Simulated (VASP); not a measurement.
A run of VASP 6.6.1 is set up as follows.

INCAR

```
PREC     = Accurate       # precision mode
ENCUT    = 520            # plane-wave cutoff, eV
EDIFF    = 1E-6           # SCF threshold, eV
ISMEAR   = 0              # smearing method
SIGMA    = 0.1            # smearing width, eV
LREAL    = F              # projectors in reciprocal space
LASPH    = T              # aspherical terms in the spheres
NELM     = 60             # most SCF steps
ALGO     = Normal         # electronic algorithm
ISIF     = 2              # what is computed and relaxed
LWAVE    = F              # write WAVECAR
LCHARG   = F              # write CHGCAR
LDIPOL   = T            
IDIPOL   = 3            
DIPOL    = 0.5 0.5 0.381
GGA      = PE             # functional
IVDW     = 12             # dispersion correction
NBANDS   = 36             # bands
```

KPOINTS

```
regular mesh
0
Gamma
  9 9 1
```

File POSCAR:

```
Ge
1.0
    4.0226895311      0.0000000000      0.0000000000
   -2.0113447656      3.4837513255      0.0000000000
    0.0000000000      0.0000000000     18.8685220517
Ge
4
Direct
    0.3333333333      0.6666666667      0.2747571332
    0.6666666667      0.3333333333      0.2384924472
    0.8888888889      0.1111111111      0.5240750719
    0.5555555556      0.4444444444      0.4878103860
```

Potentials or basis: VASP PAW PBE potentials, release 64 (Ge_d).

Run with:

```sh
$ cat potpaw_PBE.64/Ge_d/POTCAR > POTCAR
$ mpirun -np 1 vasp_std > vasp.out
```

(1) Estimate the largest force.

(2) What does it give for the band gap on the k mesh?

Results:

(1) 0.156 eV/Å.

(2) 0.23 eV, direct.
